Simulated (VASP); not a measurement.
# PtSe2: single point with LDA

PtSe2:

```xyz
3
Lattice="3.7427 0.0000 0.0000 -1.8713 3.2413 0.0000 0.0000 0.0000 4.7585" Properties=species:S:1:pos:R:3 pbc="T T T"
Pt    0.0000    0.0000    0.0000
Se    0.0000    2.1608    1.2587
Se    1.8713    1.0804    3.4999
```

| Item | Value |
| --- | --- |
| Program | VASP 6.6.1 |
| Task | single point |
| Functional | LDA |
| Potentials or basis | VASP PAW LDA potentials, release 64 (Pt, Se) |
| Cutoff | 520 eV |
| k mesh | 10 × 10 × 8 |
| Occupations | gaussian, width 0.05 eV |
| Spin | no spin polarisation |
| Dipole correction | no |
| Further INCAR settings | ALGO = Normal; EDIFF = 1e-07; NBANDS = 18 |

```
Pressure               : 0.4 GPa
Largest force          : 0.051 eV/Å
Band gap on the k mesh : zero (bands 11 and 12 overlap by 1.01 eV)
```

Forces in eV/Å, atoms in the order of the input:
```
Pt   0.000  0.000  0.000
Se   0.000  0.000  0.051
Se   0.000  0.000 -0.051
```

Stress tensor (GPa, compression positive):
```
0.48 0.00 0.00
0.00 0.48 0.00
0.00 0.00 0.28
```

Levels at points of the mesh, in eV from the Fermi level:
```
           k point  band 7  band 8  band 9  band 10  band 11  band 12  band 13  band 14  band 15  band 16
(0.00, 0.00, 0.00)   -3.93   -2.49   -1.03    -1.03     0.85     1.12     1.12     3.16     4.19     7.22
(0.50, 0.00, 0.00)   -3.85   -3.80   -3.43    -3.37    -2.97     0.52     2.63     5.07     6.11     7.05
(0.00, 0.00, 0.50)   -3.99   -3.00   -1.76    -1.76    -1.66     2.44     2.44     4.95     6.53     6.53
(0.50, 0.00, 0.50)   -3.46   -3.46   -3.16    -2.69    -1.09     0.64     1.52     4.79     5.07     7.76
```

It took 75 s on 1 thread of Intel Xeon 8259CL, on a shared host, peak memory 0.22 GiB.

Caveat: spin-orbit coupling is left out, which moves the levels of the heavy elements.
